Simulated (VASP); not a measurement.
PtSe2, 3 atoms in the cell. It takes space group P-3m1 (No. 164, trigonal). The conventional cell has a = 3.760 Å, b = 3.760 Å, c = 4.863 Å, α = 90.00°, β = 90.00°, γ = 120.00°. Within 3.3 Å of Pt (site symmetry -3m) lie 6 Se at 2.51 Å. Within 3.3 Å of Se (site symmetry 3m) lie 3 Pt at 2.51 Å and 3 Se at 3.18 Å. 

| Item | Value |
| --- | --- |
| Program | VASP 6.6.1 |
| Task | single point |
| Functional | PBEsol |
| Potentials or basis | VASP PAW PBE potentials, release 64 (Pt, Se) |
| Cutoff | 520 eV |
| k mesh | 9 × 9 × 7 |
| Occupations | gaussian, width 0.1 eV |
| Spin | no spin polarisation |
| Dipole correction | no |
| Further INCAR settings | ALGO = Normal; EDIFF = 1e-06; NBANDS = 18 |

Potentials or basis: VASP PAW PBE potentials, release 64 (Pt, Se).

Launch:

```console
$ cat potpaw_PBE.64/Pt/POTCAR potpaw_PBE.64/Se/POTCAR > POTCAR
$ mpirun -np 1 vasp_std > vasp.out
```

Hardware: 1 thread of Intel(R) Xeon(R) 6975P-C (Granite Rapids), on a shared host.

Task: Estimate the wall time of this run.

Result: It took 22 s on 1 thread of Intel(R) Xeon(R) 6975P-C (Granite Rapids) (shared host), peak memory 0.22 GiB. Counts: scf iterations 12, k points 69.
